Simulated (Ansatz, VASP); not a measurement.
Te in VASP and in Ansatz

Contents of POSCAR:

```
Te
1.0
   -2.9822366623      3.9080002296      1.5478407903
    2.9822366623     -3.9080002296      1.5478407903
    2.9822366623      3.9080002296     -1.5478407903
Te
2
Direct
    0.9990710000      0.2490710000      0.7500000000
    0.0009290000      0.7509290000      0.2500000000
```

Contents of INCAR.step1:

```
SYSTEM = Te
PREC = Accurate
ENCUT = 520
ISMEAR = 1
SIGMA = 0.1
LREAL = .FALSE.
LASPH = .TRUE.
NELM = 80
NBANDS = 13
GGA = PE
ALGO = Normal
EDIFF = 1E-4
LWAVE = .TRUE.
LCHARG = .FALSE.
```

Contents of INCAR.step2:

```
SYSTEM = Te
PREC = Accurate
ENCUT = 520
EDIFF = 1E-6
ISMEAR = 1
SIGMA = 0.1
LREAL = .FALSE.
LASPH = .TRUE.
NELM = 80
ALGO = Normal
ISIF = 2
LWAVE = .FALSE.
LCHARG = .FALSE.
METAGGA = R2SCAN
LMIXTAU = .TRUE.
NBANDS = 13
ISTART = 1
```

Contents of KPOINTS:

```
Automatic mesh
0
G
  11 11 11
  0 0 0
```

Input for Ansatz:

```yaml
crystal:
  lattice:
    - [-2.9822366622965157, 3.9080002295682075, 1.5478407902500493]
    - [2.9822366622965157, -3.9080002295682075, 1.5478407902500493]
    - [2.9822366622965157, 3.9080002295682075, -1.5478407902500493]
  atoms:
    - { symbol: Te, position: [0.999071, 0.249071, 0.75] }
    - { symbol: Te, position: [0.000929, 0.750929, 0.25] }
basis:
  ecutwfc: 530.0
kpoints:
  mp_grid:
    grid: [11, 11, 11]
hamiltonian:
  xc: r2scan
  pseudopotentials:
    kind: paw
scf:
  occupations:
    method: cold
    width: 0.1
output:
  stress: true
```

Alike in both runs: task single point; functional r2SCAN; k mesh 11 × 11 × 11; no spin polarisation.

```csv
,VASP,Ansatz
version,VASP 6.6.1,Ansatz 0.2.0
potentials or method,"VASP PAW PBE potentials, release 64 (Te), cutoff 520 eV","plane waves, PAW"
occupations,"methfessel-paxton of order 1, width 0.1 eV","cold, width 0.1 eV"
valence electrons in the cell,12,32
```

VASP gave:

- pressure (GPa): -1.0
- traceless stress, the component that is largest in VASP (GPa): -0.84

Problem. Which values does Ansatz return?

Solution. Pressure (GPa): -0.9; traceless stress, the component that is largest in VASP (GPa): -0.89.

VASP's potentials were made for PBE, not for r2SCAN. VASP's potentials hold 12 valence electrons a cell and Ansatz's 32, so a difference there can come from the potentials and not from the codes.

Neither program's run includes spin-orbit coupling.
